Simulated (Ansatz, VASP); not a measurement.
**ZrSi2: VASP beside Ansatz**

```
CELL_PARAMETERS angstrom
3.96208 0.00000 0.00000
-1.98104 3.43126 0.00000
0.00000 0.00000 3.80592
ATOMIC_POSITIONS crystal
Zr 0.00000 0.00000 0.00000
Si 0.33333 0.66667 0.50000
Si 0.66667 0.33333 0.50000
```

Alike in both runs: task relaxation of cell and atoms; functional PBEsol; k mesh 12 × 12 × 12; occupations gaussian, width 0.1 eV; no spin polarisation.

|  | VASP | Ansatz |
| --- | --- | --- |
| version | VASP 6.6.1 | Ansatz 0.2.0 |
| potentials or method | VASP PAW PBE potentials, release 64 (Zr_sv, Si), cutoff 600 eV | scalar-relativistic, plane waves, PAW |
| valence electrons in the cell | 20 | 20 |

```tsv
	VASP	Ansatz	Ansatz less VASP
gap on the k mesh at the Fermi level, each at its own relaxed structure (eV)	none	none	-
relaxed volume (Å³/atom)	16.28	16.26	-0.017
relaxed cell length with the largest relative difference (Å)	3.517	3.514	-0.0029
```

VASP's potentials were made for PBE, not for PBEsol. A gap of «none» marks a metal or a gap that the smearing closes.
